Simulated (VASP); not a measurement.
# ScAl (Cmcm) in VASP: further runs, part 2 of 2

VASP 6.6.1. Earlier steps stand in the parts before.

## 3. Single point, PBEsol+D3(BJ)

This run uses another cell than the first one, of 19.70 Å³/atom.

Contents of INCAR:

```
PREC = Accurate ; ENCUT = 520
EDIFF = 1E-7 ; ISMEAR = -1
SIGMA = 0.1 ; LREAL = F
LASPH = T ; NELM = 60
ALGO = Normal ; ISIF = 2
LWAVE = F ; LCHARG = F
GGA = PS ; IVDW = 12
NBANDS = 22
```

Contents of KPOINTS:

```
regular mesh
0
Gamma
  6 6 6
```

Contents of POSCAR:

```
ScAl
1.0
    2.1040976941     -5.1063043346      0.0000000000
    2.1040976941      5.1063043346      0.0000000000
    0.0000000000      0.0000000000      3.6679164596
Sc Al
2 2
Direct
    0.8646810000      0.1353190000      0.2500000000
    0.1353190000      0.8646810000      0.7500000000
    0.5845050000      0.4154950000      0.2500000000
    0.4154950000      0.5845050000      0.7500000000
```

Potentials or basis: VASP PAW PBE potentials, release 64 (Sc_sv, Al).

Launch:

```bash
> cat potpaw_PBE.64/Sc_sv/POTCAR potpaw_PBE.64/Al/POTCAR > POTCAR
> mpirun -np 1 vasp_std > vasp.out
```

OUTCAR:

```text
PREC = Accurate
   ENCUT = 520
   EDIFF = 1E-7
   ISMEAR = -1
   LREAL = F
   LASPH = T
   NELM = 60
   ISIF = 2
   GGA = PS
   IVDW = 12
 IVDW          = 12

 ion  position               nearest neighbor table
   1  0.865  0.135  0.250-   4 2.84   4 2.84   4 2.84   4 2.84   3 2.86   3 3.08   3 3.08   2 3.32
                             2 3.32
   2  0.135  0.865  0.750-   3 2.84   3 2.84   3 2.84   3 2.84   4 2.86   4 3.08   4 3.08   1 3.32
                             1 3.32
   3  0.585  0.415  0.250-   4 2.52   4 2.52   2 2.84   2 2.84   2 2.84   2 2.84   1 2.86   1 3.08
                             1 3.08
   4  0.415  0.585  0.750-   3 2.52   3 2.52   1 2.84   1 2.84   1 2.84   1 2.84   2 2.86   2 3.08
                             2 3.08

  LATTYP: Found a base centered orthorhombic cell.
 ALAT       =     4.2081953882
 B/A-ratio  =     2.4268380451
 C/A-ratio  =     0.8716126798

  Lattice vectors:

 A1 = (   2.1040976941,  -5.1063043346,   0.0000000000)
 A2 = (   2.1040976941,   5.1063043346,   0.0000000000)
 A3 = (   0.0000000000,   0.0000000000,   3.6679164596)

Analysis of symmetry for initial positions (statically):
=====================================================================
 Subroutine PRICEL returns:
 Original cell was already a primitive cell.

 Routine SETGRP: Setting up the symmetry group for a
 base centered orthorhombic supercell.

 Subroutine GETGRP returns: Found  8 space group operations
 (whereof  4 operations were pure point group operations)
 out of a pool of  8 trial point group operations.

The static configuration has the point symmetry C_2h.
 The point group associated with its full space group is D_2h.

Analysis of symmetry for dynamics (positions and initial velocities):
=====================================================================
 Subroutine PRICEL returns:
 Original cell was already a primitive cell.

 Routine SETGRP: Setting up the symmetry group for a
[... 128 lines left out ...]
   IALGO  =     38    algorithm
   IMIX   =      4    mixing-type and parameters
     AMIX     =   0.40;   BMIX     =  1.00
     AMIX_MAG =   1.60;   BMIX_MAG =  1.00
  volume/ion in A,a.u.               =      19.70       132.97
  Fermi-wavevector in a.u.,A,eV,Ry     =   1.159454  2.191050 18.290767  1.344333
  Thomas-Fermi vector in A             =   2.296046
   LORBIT       =      0    0 simple, 1 ext, 2 COOP (PROOUT), +10 PAW based schemes
   GGA     = PS    functional components
   LHFCALC =     F    Hartree Fock is set to
   AEXX    =    0.0000 exact exchange contribution
   IVDW    =    12    specifies the selected vdW correction
   LEPSILON=     F    determine dielectric tensor
   LRPA    =     F    only Hartree local field effects (RPA)
 non-spin polarized calculation
  energy-cutoff  :      520.00
  volume of cell :       78.82
 maximum number of plane-waves:      2144
 NGX is ok and might be reduce to    42
   NGX = 21   NGY = 21   NGZ = 13

 number of electron      28.0000000 magnetization

 Free energy of the ion-electron system (eV)
  ---------------------------------------------------
  ext. energy  EPLUGINS =         0.00000000
  ---------------------------------------------------
  free energy    TOTEN  =       -22.66975344 eV

  energy without entropy =      -22.55275929  energy(sigma->0) =      -22.61125636

 E-fermi :   5.0644     XC(G=0): -10.2400

 val. band max:        5.0496935095   @ k =   0.5000   0.5000   0.3333
 cond. band min:       5.0917482300   @ k =  -0.3333   0.1667   0.1667
 fundamental gap:      0.0420547205
 Fermi energy:         5.0643656213

 k-point     1 :       0.0000    0.0000    0.0000
  band No.  band energies     occupation
      1     -43.8511      2.00000
      2     -43.8238      2.00000
      3     -22.6624      2.00000
      4     -22.6016      2.00000
      5     -22.5844      2.00000
      6     -22.5602      2.00000
[... 589 lines left out ...]
     21       8.3178      0.00000
     22       9.1305      0.00000

 [... further k-points ...]

------------------------ aborting loop because EDIFF is reached ----------------------------------------

 Edisp (eV)   -1.49070

 E8    (eV) :    -1.0358

  FORCE on cell =-STRESS in cart. coord.  units (eV):
  Direction    XX          YY          ZZ          XY          YZ          ZX
  --------------------------------------------------------------------------------------
  -------------------------------------------------------------------------------------
  Total       0.56824     1.21905     0.57851     0.00000     0.00000     0.00000
  in kB      11.55112    24.78043    11.75970     0.00000     0.00000     0.00000
  external pressure =       16.03 kB  Pullay stress =        0.00 kB

 VOLUME and BASIS-vectors are now :
 -----------------------------------------------------------------------------
  energy-cutoff  :      520.00
  volume of cell :       78.82
      direct lattice vectors                 reciprocal lattice vectors
     2.104097694 -5.106304335  0.000000000     0.237631552 -0.097918175  0.000000000
     2.104097694  5.106304335  0.000000000     0.237631552  0.097918175  0.000000000
     0.000000000  0.000000000  3.667916460     0.000000000  0.000000000  0.272634345

 POSITION                                       TOTAL-FORCE (eV/Angst)
 -----------------------------------------------------------------------------------
      2.10410     -3.72434      0.91698         0.000000      0.141872      0.000000
      2.10410      3.72434      2.75094         0.000000     -0.141872      0.000000
      2.10410     -0.86302      0.91698         0.000000     -0.290588     -0.000000
      2.10410      0.86302      2.75094         0.000000      0.290588      0.000000
 -----------------------------------------------------------------------------------
    total drift:                                0.000000      0.000000      0.000000

  FREE ENERGIE OF THE ION-ELECTRON SYSTEM (eV)
  ---------------------------------------------------
  free  energy   TOTEN  =       -24.1604560413 eV

  energy  without entropy=      -24.0434618911  energy(sigma->0) =      -24.10195897
```

OSZICAR:

```text
N       E                     dE             d eps       ncg     rms          rms(c)
DAV:   1     0.375055990384E+03    0.37506E+03   -0.12698E+04  2304   0.124E+03
DAV:   2     0.791638048123E+00   -0.37426E+03   -0.36536E+03  3024   0.494E+02
DAV:   3    -0.251382897890E+02   -0.25930E+02   -0.24804E+02  3738   0.148E+02
DAV:   4    -0.258217247295E+02   -0.68343E+00   -0.67772E+00  3720   0.206E+01
DAV:   5    -0.258309030237E+02   -0.91783E-02   -0.91747E-02  3580   0.297E+00    0.103E+01
DAV:   6    -0.227814352385E+02    0.30495E+01   -0.10569E+01  3384   0.279E+01    0.289E+00
DAV:   7    -0.227045360098E+02    0.76899E-01   -0.81408E-01  3504   0.706E+00    0.126E+00
DAV:   8    -0.226740907811E+02    0.30445E-01   -0.87704E-02  3376   0.236E+00    0.487E-01
DAV:   9    -0.226699472185E+02    0.41436E-02   -0.24313E-02  3376   0.144E+00    0.192E-01
DAV:  10    -0.226697715131E+02    0.17571E-03   -0.27914E-03  3468   0.584E-01    0.714E-02
DAV:  11    -0.226697687029E+02    0.28101E-05   -0.92187E-05  3730   0.101E-01    0.412E-02
DAV:  12    -0.226697565828E+02    0.12120E-04   -0.13885E-04  3316   0.121E-01    0.106E-02
DAV:  13    -0.226697534988E+02    0.30839E-05   -0.12718E-05  3304   0.347E-02    0.283E-03
DAV:  14    -0.226697534391E+02    0.59710E-07   -0.85148E-07  3120   0.815E-03
   1 F= -.24160456E+02 E0= -.24101959E+02  d E =-.116994E+00
```

stdout:

```text
POSCAR found type information on POSCAR ScAl
 POSCAR found :  2 types and       4 ions
 scaLAPACK will be used
 -----------------------------------------------------------------------------
|                                                                             |
|                                                                             |
|     You enforced a specific xc type in the INCAR file but a different       |
|     I HOPE YOU KNOW WHAT YOU ARE DOING!                                     |
|                                                                             |
 -----------------------------------------------------------------------------

 LDA part: xc-table for (Slater+PW92), standard interpolation
 POSCAR, INCAR and KPOINTS ok, starting setup
 FFT: planning ... GRIDC
 FFT: planning ... GRID_SOFT
 FFT: planning ... GRID
 WAVECAR not read
 entering main loop
```

Wall time 74 s (1 thread of Intel Xeon Platinum 8559C (Emerald Rapids), shared host); peak memory 0.26 GiB.

What came out:

```yaml
Free_energy: -24.1605 eV
Pressure: 1.6 GPa
Largest_force: 0.291 eV/Å
Band_gap_on_the_k_mesh: zero (bands 14 and 15 overlap by 1.23 eV)
Dispersion_energy_per_atom: -0.373 eV
```

Forces on the atoms (eV/Å):
```
Sc   0.000  0.142  0.000
Sc   0.000 -0.142  0.000
Al   0.000 -0.291  0.000
Al   0.000  0.291  0.000
```

Stress tensor (GPa, compression positive):
```
1.16 0.00 0.00
0.00 2.48 0.00
0.00 0.00 1.18
```

Caveat: three body term missing; the PAW data sets were made with another functional, which shifts forces and pressure a little.

## 4. Single point, PBEsol+D3(BJ)

This run uses another cell than the first one, of 20.56 Å³/atom.

Contents of INCAR:

```
PREC = Accurate ; ENCUT = 520
EDIFF = 1E-6 ; ISMEAR = -1
SIGMA = 0.1 ; LREAL = F
LASPH = T ; NELM = 80
ALGO = Normal ; ISIF = 2
LWAVE = F ; LCHARG = F
GGA = PS ; IVDW = 12
NBANDS = 22
```

Contents of KPOINTS:

```
Automatic mesh
0
Gamma
  6 6 6
```

Contents of POSCAR:

```
ScAl
1.0
    2.1341602942     -5.1792613963      0.0000000000
    2.1341602942      5.1792613963      0.0000000000
    0.0000000000      0.0000000000      3.7203223465
Sc Al
2 2
Direct
    0.8646810000      0.1353190000      0.2500000000
    0.1353190000      0.8646810000      0.7500000000
    0.5845050000      0.4154950000      0.2500000000
    0.4154950000      0.5845050000      0.7500000000
```

Launch:

```bash
> cat potpaw_PBE.64/Sc_sv/POTCAR potpaw_PBE.64/Al/POTCAR > POTCAR
> mpirun -np 1 vasp_std > vasp.out
```

Wall time 69 s (1 thread of Intel Xeon Platinum 8559C (Emerald Rapids), shared host); peak memory 0.26 GiB.

The run converged. Its results:

```yaml
Free_energy: -24.1581 eV
Pressure: -1.8 GPa
Largest_force: 0.186 eV/Å
Band_gap_on_the_k_mesh: zero (bands 14 and 15 overlap by 1.17 eV)
Dispersion_energy_per_atom: -0.357 eV
```

Forces in eV/Å, atoms in the order of the input:
```
Sc   0.000  0.082  0.000
Sc   0.000 -0.082  0.000
Al   0.000 -0.186  0.000
Al   0.000  0.186  0.000
```

Stress tensor (GPa, compression positive):
```
-2.21  0.00  0.00
 0.00 -1.15  0.00
 0.00  0.00 -2.04
```

Levels at points of the mesh, in eV from the Fermi level:
```csv
k point,band 12,band 13,band 14,band 15,band 16,band 17
"(0.00, 0.00, 0.00)",-0.71,-0.32,0.37,0.94,1.10,2.07
"(0.50, 0.00, 0.00)",-2.11,-0.36,0.11,1.16,1.26,1.97
"(0.50, 0.50, 0.00)",-0.51,0.05,0.39,0.70,1.32,1.61
"(0.00, 0.00, 0.50)",-1.08,-0.59,-0.59,-0.36,-0.36,2.71
"(0.50, 0.00, 0.50)",-1.73,-0.93,-0.93,-0.11,-0.11,2.27
"(0.50, 0.50, 0.50)",-2.66,-0.22,-0.22,0.49,0.49,1.68
```

Caveat: three body term missing; the PAW data sets were made with another functional, which shifts forces and pressure a little.

## 5. Summary

```tsv
cell	gap on the mesh (eV)	pressure (GPa)	largest force (eV/Å)
a = 5.442, b = 5.442, c = 3.614 Å, angles 90.0, 90.0, 135.2°, 4 atoms	none	5.8	0.41
a = 5.523, b = 5.523, c = 3.668 Å, angles 90.0, 90.0, 135.2°, 4 atoms	none	1.6	0.29
a = 5.602, b = 5.602, c = 3.720 Å, angles 90.0, 90.0, 135.2°, 4 atoms	none	-1.8	0.19
```

Alike in all rows: task single point; level PBEsol+D3(BJ); potentials or basis VASP PAW PBE potentials, release 64 (Sc_sv, Al); no spin polarisation; k mesh 6 × 6 × 6; cutoff (eV) 520; smearing fermi-dirac 0.1 eV.

Caveats: three body term missing; the PAW data sets were made with another functional, which shifts forces and pressure a little; the cell stands under pressure (at least some runs).

Total energies depend on the potentials used, so only differences within one code and one set of settings carry meaning.

The gap in the log of VASP goes by the Fermi energy; the results here count the filled bands.